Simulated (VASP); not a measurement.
Set up this calculation in VASP 6.6.1, as the native input.

```yaml
Task: single point
Functional: PBE
Potentials_or_basis: VASP PAW PBE potentials, release 64 (Ti_sv)
Cutoff: 520 eV
k_mesh: 14 × 14 × 14
Occupations: fermi-dirac, width 0.05 eV
Spin: no spin polarisation
Dipole_correction: no
Further_INCAR_settings: ALGO = Normal; EDIFF = 1e-07; NBANDS = 12
```

The structure of Ti lies in POSCAR:

```
Ti
1.0
   -1.6299862453      1.6299862453      1.6299862453
    1.6299862453     -1.6299862453      1.6299862453
    1.6299862453      1.6299862453     -1.6299862453
Ti
1
Direct
    0.0000000000      0.0000000000      0.0000000000
```

This cell differs from its parent crystal: volume scaled by 0.98.

These files were run (other wordings do the same):

INCAR

```
  ALGO = Normal
  EDIFF = 1E-7
  ENCUT = 520
  GGA = PE
  ISIF = 2
  ISMEAR = -1
  LASPH = T
  LCHARG = F
  LREAL = F
  LWAVE = F
  NBANDS = 12
  NELM = 80
  PREC = Accurate
  SIGMA = 0.05
```

KPOINTS

```
k-points
0
Gamma
  14 14 14
```

Potentials or basis: VASP PAW PBE potentials, release 64 (Ti_sv).

Command:

```sh
$ cat potpaw_PBE.64/Ti_sv/POTCAR > POTCAR
$ mpirun -np 1 vasp_std > vasp.out
```

Results of the run:

```json
{
 "Pressure": "-0.6 GPa",
 "Band gap on the k mesh": "zero (band 6 reaches 9.10 eV, above the bottom of band 7 at 7.45 eV)"
}
```

Wall time 23 s on 1 thread of Intel Xeon 8259CL, with other jobs on the host, peak memory 0.15 GiB.
